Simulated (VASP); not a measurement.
Crystal: HfB2.

```
CELL_PARAMETERS angstrom
3.14000 0.00000 0.00000
-1.57000 2.71932 0.00000
0.00000 0.00000 3.48000
ATOMIC_POSITIONS crystal
Hf 0.00000 0.00000 0.00000
B 0.33333 0.66667 0.50000
B 0.66667 0.33333 0.50000
```

```yaml
Program: VASP 6.6.1
Task: relaxation of cell and atoms
Functional: LDA
Potentials_or_basis: VASP PAW LDA potentials, release 64 (Hf_pv, B)
Cutoff: 600 eV
k_mesh: 12 × 12 × 9
Occupations: fermi-dirac, width 0.1 eV
Spin: no spin polarisation
```

At the start: pressure -9.7 GPa; volume 9.90 Å³/atom.

Q: How do energy, volume and symmetry change on relaxing?

A: Over 5 steps the energy falls by 11.5 meV/atom and the volume is 9.53 Å³/atom (-3.7 %); space group P6/mmm (No. 191, to 0.05 Å).

The path:
```csv
step,energy change (eV),largest force (eV/Å),pressure (GPa),volume (Å³)
1,0.0000,0.0000,-9.74,29.71
2,0.0315,0.0000,15.53,27.20
3,-0.0345,0.0000,-0.12,28.63
4,-0.0345,0.0000,0.05,28.61
5,-0.0346,0.0000,0.07,28.60
```

Final structure:
```
CELL_PARAMETERS angstrom
3.10316 0.00000 0.00000
-1.55158 2.68742 0.00000
0.00000 0.00000 3.42984
ATOMIC_POSITIONS crystal
Hf 0.00000 0.00000 0.00000
B 0.33333 0.66667 0.50000
B 0.66667 0.33333 0.50000
```
